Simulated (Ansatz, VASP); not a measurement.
# NaH: VASP beside Ansatz

Contents of INCAR:

```
PREC = Accurate
ENCUT = 520
EDIFF = 1E-7
ISMEAR = 0
SIGMA = 0.05
LREAL = False
LASPH = True
NELM = 100
ALGO = Normal
ISIF = 2
LWAVE = False
LCHARG = False
NBANDS = 11
```

Contents of KPOINTS:

```
regular mesh
0
Gamma
  12 12 12
```

The input POSCAR:

```
NaH
1.0
    2.9551240000      0.0000000000      0.0000000000
    0.0000000000      2.9551240000      0.0000000000
    0.0000000000      0.0000000000      2.9403483800
Na H
1 1
Direct
    0.0000000000      0.0000000000      0.0000000000
    0.5000000000      0.5000000000      0.5000000000
```

Input for Ansatz:

```yaml
crystal:
  lattice:
    - [2.955124, 0.0, 0.0]
    - [0.0, 2.955124, 0.0]
    - [0.0, 0.0, 2.94034838]
  atoms:
    - { symbol: Na, position: [0.0, 0.0, 0.0] }
    - { symbol: H, position: [0.5, 0.5, 0.5] }
basis:
  ecutwfc: 420
kpoints:
  mp_grid: { grid: [12, 12, 12] }
hamiltonian:
  xc: lda
scf:
  occupations: { method: gaussian, width: 0.05 }
output:
  forces: true
  stress: true
  eigenvalues: true
```

Change from the starting cell: strain -0.0050 x Voigt [0, 0, 1, 0, 0, 0], atoms carried along.

Alike in both runs: task single point; functional LDA; k mesh 12 × 12 × 12; occupations gaussian, width 0.05 eV; no spin polarisation.

```csv
,VASP,Ansatz
version,VASP 6.6.1,Ansatz 0.2.0
potentials or method,"VASP PAW LDA potentials, release 64 (Na_pv, H), cutoff 520 eV","scalar-relativistic, plane waves, PAW"
valence electrons in the cell,8,10
```

```tsv
	VASP	Ansatz	Ansatz less VASP
gap on the k mesh at the Fermi level (eV)	0.56	0.57	+0.002
least direct gap on the mesh (eV)	4.16	4.16	+0.003
pressure (GPa)	-2.0	-1.9	+0.05
traceless stress, the component that is largest in VASP (GPa)	0.37	0.37	0.000
```

LDA's correlation is that of Perdew and Zunger in VASP and of Perdew and Wang (1992) in Ansatz. VASP's potentials hold 8 valence electrons a cell and Ansatz's 10, so a difference there can come from the potentials and not from the codes.
